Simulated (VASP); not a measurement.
Set up this calculation in VASP 6.6.1, as the native input.

| Item | Value |
| --- | --- |
| Task | single point |
| Functional | PBEsol |
| Potentials or basis | VASP PAW PBE potentials, release 64 (Zn, O) |
| Cutoff | 520 eV |
| k mesh | 9 × 9 × 4 |
| Occupations | gaussian, width 0.05 eV |
| Spin | no spin polarisation |
| Dipole correction | no |
| Further INCAR settings | ALGO = Normal; EDIFF = 1e-07; NBANDS = 26 |

The structure of ZnO lies in POSCAR:

```
ZnO
1.0
    3.2879671587      0.0000000000      0.0000000000
   -1.6439835793      2.8474630862      0.0000000000
    0.0000000000      0.0000000000      7.0234847298
Zn O
2 2
Direct
    0.0000000000      0.0000000000      0.7500000000
    0.0000000000      0.0000000000      0.2500000000
    0.3333333333      0.6666666667      0.2500000000
    0.6666666667      0.3333333333      0.7500000000
```

This cell differs from its parent crystal: strain +0.000 along x and y, -0.015 along z.

One way to write it, as run:

INCAR

```
SYSTEM = ZnO
PREC = Accurate ; ENCUT = 520
EDIFF = 1E-7 ; ISMEAR = 0
SIGMA = 0.05 ; LREAL = .FALSE.
LASPH = .TRUE. ; NELM = 80
ALGO = Normal ; ISIF = 2
LWAVE = .FALSE. ; LCHARG = .TRUE.
GGA = PS ; LELF = .TRUE.
LVHAR = .TRUE. ; NBANDS = 26
```

KPOINTS

```
Automatic mesh
0
G
  9 9 4
  0 0 0
```

Potentials or basis: VASP PAW PBE potentials, release 64 (Zn, O).

Command:

```console
$ cat potpaw_PBE.64/Zn/POTCAR potpaw_PBE.64/O/POTCAR > POTCAR
$ mpirun -np 1 vasp_std > vasp.out
```

It gave:

```json
{
 "Pressure": "-3.9 GPa",
 "Band gap on the k mesh": "0.73 eV"
}
```

Caveat: the cell differs from its parent crystal (strain +0.000 along x and y, -0.015 along z); the cell stands under tension; the PAW data sets were made with another functional, which shifts forces and pressure a little; an odd mesh through Γ misses points on the zone boundary, where band edges can lie.

Wall time 58 s on 1 thread of Intel(R) Xeon(R) Platinum 8488C (Sapphire Rapids), on a shared host, peak memory 0.2 GiB.
